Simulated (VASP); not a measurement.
Write the native input for VASP 6.6.1 that does the following.

```
Task                   : single point
Functional             : PBEsol
Potentials or basis    : VASP PAW PBE potentials, release 64 (Ga_d, As)
Cutoff                 : 520 eV
k mesh                 : 10 × 10 × 6
Occupations            : gaussian, width 0.01 eV
Spin                   : no spin polarisation
Dipole correction      : no
Further INCAR settings : ALGO = Normal; EDIFF = 1e-07; NBANDS = 26
```

The structure of GaAs lies in POSCAR:

```
GaAs
1.0
    2.8289764104      2.8289764104      0.0000000000
   -2.8289764104      2.8289764104      0.0000000000
    0.0000000000      0.0000000000      5.4316347080
Ga As
2 2
Direct
    0.0000000000      0.0000000000      0.0000000000
    0.5000000000      0.5000000000      0.5000000000
    0.5000000000      0.0000000000      0.7500000000
    0.0000000000      0.5000000000      0.2500000000
```

This cell differs from its parent crystal: strain along c alone, the other axes held: -4.0 %.

The input as run:

INCAR

```
PREC = Accurate
ENCUT = 520
EDIFF = 1E-7
ISMEAR = 0
SIGMA = 0.01
LREAL = False
LASPH = True
NELM = 80
ALGO = Normal
ISIF = 2
LWAVE = False
LCHARG = False
GGA = PS
NBANDS = 26
```

KPOINTS

```
Automatic mesh
0
Gamma
  10 10 6
```

Potentials or basis: VASP PAW PBE potentials, release 64 (Ga_d, As).

Command:

```bash
$ cat potpaw_PBE.64/Ga_d/POTCAR potpaw_PBE.64/As/POTCAR > POTCAR
$ mpirun -np 1 vasp_std > vasp.out
```

It gave:

* Pressure: 3.3 GPa
* Band gap on the k mesh: 0.59 eV

Caveat: the cell differs from its parent crystal (strain along c alone, the other axes held: -4.0 %); the cell stands under pressure; semilocal functionals underestimate gaps, and a narrow one can read as zero; the PAW data sets were made with another functional, which shifts forces and pressure a little.

Run time: 5.5 min on 1 thread of AMD EPYC 7R13, with other jobs on the host, peak memory 0.27 GiB.
